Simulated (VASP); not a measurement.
# V (P6_3/mmc) in VASP: further runs

Runs on V. Level: PBE. Tasks: single point.

All numbers are computed with VASP 6.6.1; they aren't measurements. Logs are shortened: lines on timing, memory, paths and dates and some standing lists are left out, and cuts for length are marked.

## 1. The cell of the first run

The structure is hexagonal, space group P6_3/mmc (No. 194). The conventional cell has a = 2.604 Å, b = 2.604 Å, c = 4.487 Å, α = 90.00°, β = 90.00°, γ = 120.00°. Within 3.4 Å of V (site symmetry -6m2) lie 12 V at 2.60 to 2.70 Å.

This isn't the form of V at room conditions, which is bcc.

## 2. Single point, PBE (strain +0.000 along x and y, -0.050 along z)

INCAR

```
SYSTEM = V
ALGO = Fast
EDIFF = 1E-7
ENCUT = 520
GGA = PE
ISIF = 2
ISMEAR = 0
LASPH = .True.
LCHARG = .False.
LREAL = .False.
LWAVE = .False.
NBANDS = 20
NELM = 100
PREC = Accurate
SIGMA = 0.15
```

KPOINTS

```
k-points
0
Gamma
  21 21 10
  0 0 0
```

POSCAR

```
V
1.0
    2.6042941027      0.0000000000      0.0000000000
   -1.3021470513      2.2553848518      0.0000000000
    0.0000000000      0.0000000000      4.4871692000
V
2
Direct
    0.6666666667      0.3333333333      0.7500000000
    0.3333333333      0.6666666667      0.2500000000
```

Potentials or basis: VASP PAW PBE potentials, release 64 (V_sv).

Launch:

```bash
$ cat potpaw_PBE.64/V_sv/POTCAR > POTCAR
$ mpirun -np 1 vasp_std > vasp.out
```

OUTCAR:

```text
SYSTEM = V
   EDIFF = 1E-7
   ENCUT = 520
   GGA = PE
   ISIF = 2
   ISMEAR = 0
   LASPH = .True.
   LREAL = .False.
   NELM = 100
   PREC = Accurate

 ion  position               nearest neighbor table
   1  0.667  0.333  0.750-   2 2.70   2 2.70   2 2.70   2 2.70   2 2.70   2 2.70
   2  0.333  0.667  0.250-   1 2.70   1 2.70   1 2.70   1 2.70   1 2.70   1 2.70

  LATTYP: Found a hexagonal cell.
 ALAT       =     2.6042941027
 C/A-ratio  =     1.7229886576

  Lattice vectors:

 A1 = (   2.6042941027,   0.0000000000,   0.0000000000)
 A2 = (  -1.3021470513,   2.2553848518,   0.0000000000)
 A3 = (   0.0000000000,   0.0000000000,   4.4871692000)

Analysis of symmetry for initial positions (statically):
=====================================================================
 Subroutine PRICEL returns:
 Original cell was already a primitive cell.

 Routine SETGRP: Setting up the symmetry group for a
 hexagonal supercell.

 Subroutine GETGRP returns: Found 24 space group operations
 (whereof 12 operations were pure point group operations)
 out of a pool of 24 trial point group operations.

The static configuration has the point symmetry D_3d.
 The point group associated with its full space group is D_6h.

Analysis of symmetry for dynamics (positions and initial velocities):
=====================================================================
 Subroutine PRICEL returns:
 Original cell was already a primitive cell.

 Routine SETGRP: Setting up the symmetry group for a
 hexagonal supercell.

 Subroutine GETGRP returns: Found 24 space group operations
 (whereof 12 operations were pure point group operations)
 out of a pool of 24 trial point group operations.

The dynamic configuration has the point symmetry D_3d.
 The point group associated with its full space group is D_6h.

 Subroutine INISYM returns: Found 24 space group operations
 (whereof 12 operations are pure point group operations),
 and found     1 'primitive' translations

----------------------------------------------------------------------------------------

                                     Primitive cell

  volume of cell :      26.3562

  direct lattice vectors                    reciprocal lattice vectors
     2.604294103  0.000000000  0.000000000     0.383981210  0.221691655  0.000000000
    -1.302147051  2.255384852  0.000000000     0.000000000  0.443383310  0.000000000
     0.000000000  0.000000000  4.487169200     0.000000000  0.000000000  0.222857654

  length of vectors
     2.604294103  2.604294103  4.487169200     0.443383310  0.443383310  0.222857654

  position of ions in fractional coordinates (direct lattice)
     0.666666667  0.333333333  0.750000000
     0.333333333  0.666666667  0.250000000

  ion indices of the primitive-cell ions
   primitive index   ion index
                 1           1
                 2           2

----------------------------------------------------------------------------------------

 KPOINTS: k-points

Automatic generation of k-mesh.
 Grid dimensions read from file:
 generate k-points for:   21   21   10

 Generating k-lattice:

  Cartesian coordinates                     Fractional coordinates (reciprocal lattice)
     0.018284820  0.010556745  0.000000000     0.047619048  0.000000000  0.000000000
     0.000000000  0.021113491  0.000000000     0.000000000  0.047619048  0.000000000
     0.000000000  0.000000000  0.022285765     0.000000000  0.000000000  0.100000000

  Length of vectors
     0.021113491  0.021113491  0.022285765

  Shift w.r.t. Gamma in fractional coordinates (k-lattice)
     0.000000000  0.000000000  0.000000000

 Subroutine IBZKPT returns following result:
 ===========================================

 Found    288 irreducible k-points:

 Following reciprocal coordinates:
            Coordinates               Weight
  0.000000  0.000000  0.000000      1.000000
  0.047619  0.000000  0.000000      6.000000
  0.095238  0.000000  0.000000      6.000000
  0.142857  0.000000  0.000000      6.000000
  0.190476  0.000000  0.000000      6.000000
  0.238095  0.000000  0.000000      6.000000
[... 16 lines left out ...]
  0.142857  0.095238  0.000000     12.000000
  0.190476  0.095238  0.000000     12.000000
 [... further k-points ...]
   k-points           NKPTS =    288   k-points in BZ     NKDIM =    288   number of bands    NBANDS=     20
   number of dos      NEDOS =    301   number of ions     NIONS =      2
   total plane-waves  NPLWV =  14400
   dimension x,y,z NGX =    20 NGY =   20 NGZ =   36
   dimension x,y,z NGXF=    40 NGYF=   40 NGZF=   72
   ions per type =               2
   NGX,Y,Z   is equivalent  to a cutoff of  12.77, 12.77, 13.34 a.u.
   NGXF,Y,Z  is equivalent  to a cutoff of  25.53, 25.53, 26.68 a.u.
 SYSTEM =  V
   PREC   = accura    normal or accurate (medium, high low for compatibility)
   ISTART =      0    job   : 0-new  1-cont  2-samecut
   ICHARG =      2    charge: 1-file 2-atom 10-const
   ISPIN  =      1    spin polarized calculation?
   LNONCOLLINEAR =      F non collinear calculations
   LSORBIT =      F    spin-orbit coupling
   LASPH  =      T    aspherical Exc in radial PAW
   ENCUT  =  520.0 eV  38.22 Ry    6.18 a.u.   4.84  4.84  8.34*2*pi/ulx,y,z
   NELM   =    100;   NELMIN=  2; NELMDL= -5     # of ELM steps
   EDIFF  = 0.1E-06   stopping-criterion for ELM
   LREAL  =      F    real-space projection
   EDIFFG = 0.1E-05   stopping-criterion for IOM
   NSW    =      0    number of steps for IOM
   IBRION =     -1    ionic relax: 0-MD 1-quasi-New 2-CG
   NFREE  =      0    steps in history (QN), initial steepest desc. (CG)
   ISIF   =      2    stress and relaxation
   ISYM   =      2    0-nonsym 1-usesym 2-fastsym
   POTIM  = 0.5000    time-step for ionic-motion
   TEBEG  =    0.0;   TEEND  =   0.0 temperature during run
   PSTRESS=    0.0 pullay stress
   NELECT =      26.0000    total number of electrons
   NUPDOWN=      -1.0000    fix difference up-down
   EMIN   =  10.00;   EMAX   =-10.00  energy-range for DOS
   EFERMI =   0.00;   METHOD = LEGACY
   ISMEAR =     0;   SIGMA  =   0.15  broadening in eV -4-tet -1-fermi 0-gaus
   EFERMI_NEDOS =   21; number of points for ismear=-14 and -15
   IALGO  =     68    algorithm
   IMIX   =      4    mixing-type and parameters
     AMIX     =   0.40;   BMIX     =  1.00
     AMIX_MAG =   1.60;   BMIX_MAG =  1.00
  volume/ion in A,a.u.               =      13.18        88.93
  Fermi-wavevector in a.u.,A,eV,Ry     =   1.629690  3.079667 36.135554  2.655888
  Thomas-Fermi vector in A             =   2.722114
   LORBIT       =      0    0 simple, 1 ext, 2 COOP (PROOUT), +10 PAW based schemes
   GGA     = PE    functional components
   LHFCALC =     F    Hartree Fock is set to
   AEXX    =    0.0000 exact exchange contribution
   IVDW    =     0    specifies the selected vdW correction
   LEPSILON=     F    determine dielectric tensor
   LRPA    =     F    only Hartree local field effects (RPA)
 non-spin polarized calculation
 RMM-DIIS sequential band-by-band and
 Gauss-broadening in eV      SIGMA  =   0.15
  energy-cutoff  :      520.00
  volume of cell :       26.36
 maximum number of plane-waves:       732
 NGX is ok and might be reduce to    20
   NGX =  9   NGY =  9   NGZ = 17

 number of electron      26.0000008 magnetization

 Free energy of the ion-electron system (eV)
  ---------------------------------------------------
  ext. energy  EPLUGINS =         0.00000000
  ---------------------------------------------------
  free energy    TOTEN  =       -17.44179669 eV

  energy without entropy =      -17.40355195  energy(sigma->0) =      -17.42267432

 E-fermi :  10.3767     XC(G=0): -13.0139

 val. band max:       10.3765318767   @ k =   0.1905   0.0000   0.0000
 cond. band min:      10.3811704351   @ k =   0.0476   0.0476   0.3000
 fundamental gap:      0.0046385584
 Fermi energy:        10.3767331391

 k-point     1 :       0.0000    0.0000    0.0000
  band No.  band energies     occupation
      1     -53.6382      2.00000
      2     -53.4742      2.00000
      3     -27.8141      2.00000
      4     -26.9740      2.00000
      5     -26.9740      2.00000
      6     -26.9586      2.00000
[... 12 lines left out ...]
     19      13.3868      0.00000
     20      13.3868      0.00000

 k-point     2 :       0.0476    0.0000    0.0000
  band No.  band energies     occupation
      1     -53.6338      2.00000
      2     -53.4714      2.00000
      3     -27.8069      2.00000
      4     -26.9935      2.00000
      5     -26.9796      2.00000
      6     -26.9600      2.00000
[... 12 lines left out ...]
     19      13.4034      0.00000
     20      13.6339      0.00000

 k-point     3 :       0.0952    0.0000    0.0000
  band No.  band energies     occupation
      1     -53.6210      2.00000
      2     -53.4634      2.00000
      3     -27.7855      2.00000
      4     -27.0503      2.00000
      5     -26.9956      2.00000
      6     -26.9643      2.00000
[... 12 lines left out ...]
     19      13.4451      0.00000
     20      14.2239      0.00000

 k-point     4 :       0.1429    0.0000    0.0000
  band No.  band energies     occupation
      1     -53.6006      2.00000
      2     -53.4510      2.00000
      3     -27.7512      2.00000
      4     -27.1394      2.00000
      5     -27.0505      2.00000
      6     -27.0203      2.00000
[... 12 lines left out ...]
     19      13.4957      0.00000
     20      14.9791      0.00000

 k-point     5 :       0.1905    0.0000    0.0000
  band No.  band energies     occupation
      1     -53.5743      2.00000
      2     -53.4354      2.00000
      3     -27.7057      2.00000
      4     -27.2531      2.00000
      5     -27.1619      2.00000
      6     -27.0512      2.00000
[... 12 lines left out ...]
     19      13.5420      0.00000
     20      15.8202      0.00000
[... 353 lines left out ...]
      6     -27.2183      2.00000
[... 12 lines left out ...]
     19      15.1768      0.00000
     20      16.8314      0.00000

 k-point    22 :       0.0952    0.0952    0.0000
  band No.  band energies     occupation
      1     -53.5890      2.00000
      2     -53.4440      2.00000
      3     -27.7313      2.00000
      4     -27.1743      2.00000
      5     -27.1221      2.00000
      6     -27.0167      2.00000
[... 12 lines left out ...]
     19      13.4758      0.00000
     20      15.3789      0.00000

 k-point    23 :       0.1429    0.0952    0.0000
  band No.  band energies     occupation
      1     -53.5637      2.00000
      2     -53.4293      2.00000
      3     -27.6870      2.00000
      4     -27.2724      2.00000
      5     -27.2235      2.00000
      6     -27.0529      2.00000
[... 12 lines left out ...]
     19      13.4865      0.00000
     20      16.1670      0.00000

 k-point    24 :       0.1905    0.0952    0.0000
  band No.  band energies     occupation
      1     -53.5345      2.00000
      2     -53.4131      2.00000
      3     -27.6341      2.00000
      4     -27.3889      2.00000
      5     -27.3288      2.00000
      6     -27.0959      2.00000
[... 12 lines left out ...]
     19      13.4955      0.00000
     20      17.0249      0.00000

 [... further k-points ...]

------------------------ aborting loop because EDIFF is reached ----------------------------------------

  FORCE on cell =-STRESS in cart. coord.  units (eV):
  Direction    XX          YY          ZZ          XY          YZ          ZX
  --------------------------------------------------------------------------------------
  -------------------------------------------------------------------------------------
  Total        1.2236839      1.2236839      2.3630891      0.0000000     -0.0000000      0.0000000
  in kB       74.3869375     74.3869375    143.6506323      0.0000000     -0.0000000      0.0000000
  external PRESSURE =      97.4748358 kB  Pullay stress =       0.0000000 kB

 VOLUME and BASIS-vectors are now :
 -----------------------------------------------------------------------------
  energy-cutoff  :      520.00
  volume of cell :       26.36
      direct lattice vectors                 reciprocal lattice vectors
     2.604294103  0.000000000  0.000000000     0.383981210  0.221691655  0.000000000
    -1.302147051  2.255384852  0.000000000     0.000000000  0.443383310  0.000000000
     0.000000000  0.000000000  4.487169200     0.000000000  0.000000000  0.222857654

 POSITION                                       TOTAL-FORCE (eV/Angst)
 -----------------------------------------------------------------------------------
      1.30215      0.75179      3.36538         0.000000      0.000000      0.000000
     -0.00000      1.50359      1.12179        -0.000000      0.000000      0.000000
 -----------------------------------------------------------------------------------
    total drift:                               -0.000000      0.000000     -0.000000

  FREE ENERGIE OF THE ION-ELECTRON SYSTEM (eV)
  ---------------------------------------------------
  free  energy   TOTEN  =       -17.4417966913 eV

  energy  without entropy=      -17.4035519522  energy(sigma->0) =      -17.42267432
```

Wall time 62 s (1 thread of Intel Xeon 6975P-C (Granite Rapids), shared host); peak memory 0.23 GiB.

Results:

| Item | Value |
| --- | --- |
| Free energy | -17.4418 eV |
| Pressure | 9.7 GPa |
| Band gap on the k mesh | zero (bands 13 and 14 overlap by 2.24 eV) |

Caveat: the cell differs from its parent crystal (strain +0.000 along x and y, -0.050 along z); the cell stands under pressure.

## 3. Single point, PBE (strain +0.000 along x and y, +0.050 along z)

INCAR

```
ALGO = Fast
EDIFF = 1E-6
ENCUT = 520
GGA = PE
ISIF = 2
ISMEAR = 0
LASPH = T
LCHARG = F
LREAL = F
LWAVE = F
NBANDS = 20
NELM = 100
PREC = Accurate
SIGMA = 0.15
```

KPOINTS

```
k-points
0
Gamma
  21 21 10
```

Edit POSCAR of step 2 so:

```diff
@@ -4,3 +4,3 @@
    -1.3021470513      2.2553848518      0.0000000000
-    0.0000000000      0.0000000000      4.4871692000
+    0.0000000000      0.0000000000      4.9595028000
 V
```

Potentials or basis: VASP PAW PBE potentials, release 64 (V_sv).

Launch:

```bash
$ cat potpaw_PBE.64/V_sv/POTCAR > POTCAR
$ mpirun -np 1 vasp_std > vasp.out
```

Run time: 67 s. Hardware: 1 thread of Intel Xeon 6975P-C (Granite Rapids), shared host; peak memory 0.24 GiB.

It converged, with:

- Free energy: -17.4287 eV
- Pressure: -7.2 GPa
- Band gap on the k mesh: zero (bands 13 and 14 overlap by 2.11 eV)

Stress tensor (GPa, compression positive):
```
 -3.90   0.00   0.00
  0.00  -3.90   0.00
  0.00   0.00 -13.84
```

Levels at points of the mesh, in eV from the Fermi level:
| k point | band 9 | band 10 | band 11 | band 12 | band 13 | band 14 | band 15 | band 16 | band 17 | band 18 |
| --- | --- | --- | --- | --- | --- | --- | --- | --- | --- | --- |
| (0.00, 0.00, 0.00) | -6.70 | -3.39 | -0.84 | -0.68 | 0.38 | 0.38 | 0.61 | 0.61 | 1.96 | 1.96 |
| (0.00, 0.00, 0.50) | -5.10 | -5.10 | -1.18 | -1.18 | 0.42 | 0.42 | 0.42 | 0.42 | 2.43 | 2.43 |

Caveat: the cell differs from its parent crystal (strain +0.000 along x and y, +0.050 along z); the cell stands under tension.
